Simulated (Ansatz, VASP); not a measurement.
**CO2 in VASP and in Ansatz**

```
C O
1.0
     5.72041    0.00000    0.00000
     0.00000    5.72041    0.00000
     0.00000    0.00000    5.72041
C O
4 8
Direct
  0.00000 0.00000 0.00000
  0.50000 0.00000 0.50000
  0.50000 0.50000 0.00000
  0.00000 0.50000 0.50000
  0.11798 0.11798 0.11798
  0.38202 0.88202 0.61798
  0.61798 0.38202 0.88202
  0.88202 0.61798 0.38202
  0.88202 0.88202 0.88202
  0.61798 0.11798 0.38202
  0.38202 0.61798 0.11798
  0.11798 0.38202 0.61798
```

Alike in both runs: functional PBE; dispersion D3(BJ); k mesh 4 × 4 × 4; no spin polarisation.

Ansatz relaxed the structure, and its values are those at the end. VASP's run is a single point on that final structure, the one shown.

```csv
,VASP,Ansatz
version,VASP 6.6.1,Ansatz 0.2.0
potentials or method,"VASP PAW PBE potentials, release 64 (C, O), cutoff 520 eV","scalar-relativistic, plane waves, PAW"
occupations,"gaussian, width 0.01 eV",fixed
valence electrons in the cell,64,64
```

|  | VASP | Ansatz | Ansatz less VASP |
| --- | --- | --- | --- |
| gap on the k mesh at the Fermi level (eV) | 6.72 | 6.74 | +0.019 |
| least direct gap on the mesh (eV) | 6.72 | 6.74 | +0.019 |
| pressure (GPa) | 1.4 | 0.0 | -1.42 |
| rms of the force components (eV/Å) | 0.298 | 0.000 | -0.2977 |

One of these differences is far larger than is usual between the two programs; its cause wasn't traced.

Noted on VASP's run: the standard files for N, O and F lose accuracy on very short bonds.
